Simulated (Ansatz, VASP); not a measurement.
# Two plane-wave programs on SiC

```xyz
12
Lattice="4.3563 0.0000 0.0000 0.0000 2.1781 -2.1781 0.8713 6.5344 6.5344" Properties=species:S:1:pos:R:3 pbc="T T T"
Si    0.0000    1.6335    1.6335
Si    2.1781    3.8116    1.6335
Si    0.0000    3.8116    3.8116
Si    2.1781    5.9898    3.8116
Si    0.0000    5.9898    5.9898
Si    2.1781    1.6335   -0.5446
C     3.2672    2.7226    2.7226
C     1.0891    4.9007    2.7226
C     3.2672    4.9007    4.9007
C     1.0891    7.0789    4.9007
C     3.2672    0.5444    0.5444
C     1.0891    2.7226    0.5444
```

Alike in both runs: task single point; functional r2SCAN; k mesh 6 × 9 × 3; occupations gaussian, width 0.05 eV; no spin polarisation.

|  | VASP | Ansatz |
| --- | --- | --- |
| version | VASP 6.6.1 | Ansatz 0.2.0 |
| potentials or method | VASP PAW PBE potentials, release 64 (Si, C), cutoff 660 eV | scalar-relativistic, plane waves, PAW |
| valence electrons in the cell | 48 | 48 |

|  | VASP | Ansatz | Ansatz less VASP |
| --- | --- | --- | --- |
| gap on the k mesh at the Fermi level (eV) | none | none | - |
| pressure (GPa) | 8.3 | 8.7 | +0.44 |
| traceless stress, the component that is largest in VASP (GPa) | -11.64 | -11.57 | +0.075 |
| rms of the force components (eV/Å) | 2.832 | 2.855 | +0.0228 |

VASP's potentials were made for PBE, not for r2SCAN. Atom by atom the forces differ by 0.029 eV/Å (rms over components). A gap of «none» marks a metal or a gap that the smearing closes.
